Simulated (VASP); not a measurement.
Here is a VASP 6.6.1 calculation.

Contents of INCAR:

```
SYSTEM = BaLi7F9
  ALGO = Normal
  EDIFF = 1E-6
  ENCUT = 520
  GGA = PE
  ISIF = 2
  ISMEAR = -1
  ISYM = 0
  LASPH = .True.
  LCHARG = .False.
  LREAL = Auto
  LWAVE = .False.
  NBANDS = 61
  NELM = 80
  PREC = Accurate
  SIGMA = 0.05
```

Contents of KPOINTS:

```
k-points
0
Gamma
  1 1 1
  0 0 0
```

POSCAR

```
BaLi7F9
1.0
    5.6029570000      0.0278370000     -0.0374620000
    0.0278370000      5.7534950000     -0.0718080000
   -0.0374620000     -0.0718080000      5.5402340000
Ba F Li
1 9 7
Direct
    0.8049743242      0.0216892032      0.6844612351
    0.6817781286      0.6341783521      0.4418119977
    0.0294124103      0.3848921000      0.5850117846
    0.2678391793      0.5216290005      0.2061286449
    0.7999589407      0.6652907003      0.9927191264
    0.3593680532      0.7706954907      0.7682344731
    0.5123160862      0.0985868444      0.2822423582
    0.4668721382      0.3015772135      0.8680134486
    0.0494779585      0.1464552802      0.0177980215
    0.0904991752      0.9182223539      0.3841904495
    0.1932126430      0.2278729968      0.3482844292
    0.9795553180      0.6624337351      0.2631331353
    0.5920141809      0.5575131812      0.7576342338
    0.5599660390      0.3983032196      0.1797342505
    0.1415044576      0.4425672742      0.9109800977
    0.3609737448      1.0089338857     -0.0074992639
    0.3898932383      0.7809915354      0.4212671560
```

Potentials or basis: VASP PAW PBE potentials, release 64 (Ba_sv, F, Li_sv).

Launch:

```bash
$ cat potpaw_PBE.64/Ba_sv/POTCAR potpaw_PBE.64/F/POTCAR potpaw_PBE.64/Li_sv/POTCAR > POTCAR
$ mpirun -np 1 vasp_gam > vasp.out
```

What does it give for the band gap on the k mesh?

7.18 eV.

What does it give for the largest force?

1.020 eV/Å.

Forces in eV/Å, atoms in the order of the input:
```
Ba  -0.783 -0.291  0.194
F   -0.508 -0.326 -0.033
F    0.297  0.011  0.157
F   -0.153  0.468  0.465
F    0.239 -0.517 -0.394
F   -0.123  0.520  0.009
F   -0.060 -0.231  0.377
F    0.382 -0.421 -0.503
F    0.563  0.619  0.584
F    0.992  0.144 -0.054
Li  -0.229 -0.017 -0.155
Li  -0.658 -0.383  0.347
Li   0.334 -0.003 -0.195
Li   0.642  0.381  0.124
Li  -0.020  0.029 -0.810
Li  -0.548  0.115 -0.006
Li  -0.368 -0.098 -0.108
```

Caveat: the k points lie up to 1.13 Å⁻¹ apart; spin-orbit coupling is left out, which moves the levels of the heavy elements.
